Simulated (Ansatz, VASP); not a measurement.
# CoO in VASP and in Ansatz

INCAR

```
SYSTEM = CoO
ALGO = Normal
EDIFF = 1E-6
ENCUT = 520
GGA = RP
ISIF = 2
ISMEAR = 0
ISPIN = 2
LASPH = .True.
LCHARG = .True.
LELF = .True.
LMAXMIX = 4
LORBIT = 11
LREAL = .False.
LVHAR = .True.
LWAVE = .False.
MAGMOM = 2.51 0.3
NBANDS = 18
NELM = 150
PREC = Accurate
SIGMA = 0.1
```

Contents of KPOINTS:

```
k-points
0
Gamma
  12 12 15
  0 0 0
```

The input POSCAR:

```
CoO
1.0
    3.0358717159     -0.0000000055     -0.0002390726
   -1.5179358626      2.6291420367      0.0000000000
    1.5177530802      0.8762751494      2.2344990563
Co O
1 1
Direct
    0.0000000000      0.0000000000      0.0000000000
    0.0000000000      0.5000000000      0.5000000000
```

Input for Ansatz:

```yaml
crystal:
  lattice:
    - [3.0358717159, -5.5e-09, -0.0002390726]
    - [-1.5179358626, 2.6291420367, 0.0]
    - [1.5177530802, 0.8762751494, 2.2344990563]
  atoms:
    - { symbol: Co, position: [0.0, 0.0, 0.0], spin: 2.51 }
    - { symbol: O, position: [0.0, 0.5, 0.5], spin: 0.3 }
kpoints:
  mp_grid: { grid: [12, 12, 15] }
hamiltonian:
  xc: rpbe
scf:
  occupations: { method: gaussian, width: 0.1 }
output:
  forces: true
  eigenvalues: true
  stress: true
magnetization:
  spin_polarized: true
```

Alike in both runs: task single point; functional RPBE; k mesh 12 × 12 × 15; occupations gaussian, width 0.1 eV; collinear spin.

|  | VASP | Ansatz |
| --- | --- | --- |
| version | VASP 6.6.1 | Ansatz 0.2.0 |
| potentials or method | VASP PAW PBE potentials, release 64 (Co, O) | scalar-relativistic, plane waves, PAW |
| plane-wave cutoff (eV) | 520 | 420 |
| valence electrons in the cell | 15 | 23 |

|  | VASP | Ansatz | Ansatz less VASP |
| --- | --- | --- | --- |
| gap on the k mesh at the Fermi level (eV) | none | none | - |
| pressure (GPa) | 17.4 | 18.3 | +0.80 |
| traceless stress, the component that is largest in VASP (GPa) | -1.14 | -1.40 | -0.257 |
| net moment per atom (μB) | 1.31 | 1.34 | +0.028 |
| size of the moment on the site where the two differ most (μB) | 2.36 | 2.31 | -0.049 |

VASP's potentials were made for PBE, not for RPBE. Site moments also hang on the region over which each program counts them. A gap of «none» marks a metal or a gap that the smearing closes. VASP's potentials hold 15 valence electrons a cell and Ansatz's 23, so a difference there can come from the potentials and not from the codes.
